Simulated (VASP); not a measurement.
Input of a VASP 6.6.1 run:

INCAR

```
SYSTEM = AlAsPd3
PREC = Accurate
ENCUT = 600
EDIFF = 1E-7
ISMEAR = 0
SIGMA = 0.1
LREAL = .FALSE.
LASPH = .TRUE.
NELM = 60
ALGO = Normal
ISIF = 3
LWAVE = .FALSE.
LCHARG = .FALSE.
GGA = PE
IBRION = 2
NSW = 100
EDIFFG = -0.01
```

KPOINTS

```
Automatic mesh
0
G
  8 8 8
  0 0 0
```

File POSCAR:

```
AlAsPd3
1.0
    4.6368905340      0.0000000000      0.0000000000
    0.0000000000      4.6368905340      0.0000000000
    0.0000000000      0.0000000000      4.6368905340
Al As Pd
1 1 3
Direct
    0.0000000000      0.0000000000      0.0000000000
    0.5000000000      0.5000000000      0.5000000000
    0.5000000000      0.5000000000      0.0000000000
    0.0000000000      0.5000000000      0.5000000000
    0.5000000000      0.0000000000      0.5000000000
```

Potentials or basis: VASP PAW PBE potentials, release 64 (Al, As, Pd).

Command:

```console
$ cat potpaw_PBE.64/Al/POTCAR potpaw_PBE.64/As/POTCAR potpaw_PBE.64/Pd/POTCAR > POTCAR
$ mpirun -np 1 vasp_std > vasp.out
```

(1) Estimate the band gap on the k mesh.

Results:

(1) zero (bands 19 and 20 overlap by 0.40 eV).

Caveat: the relaxation stopped at its first step, so nothing moved.
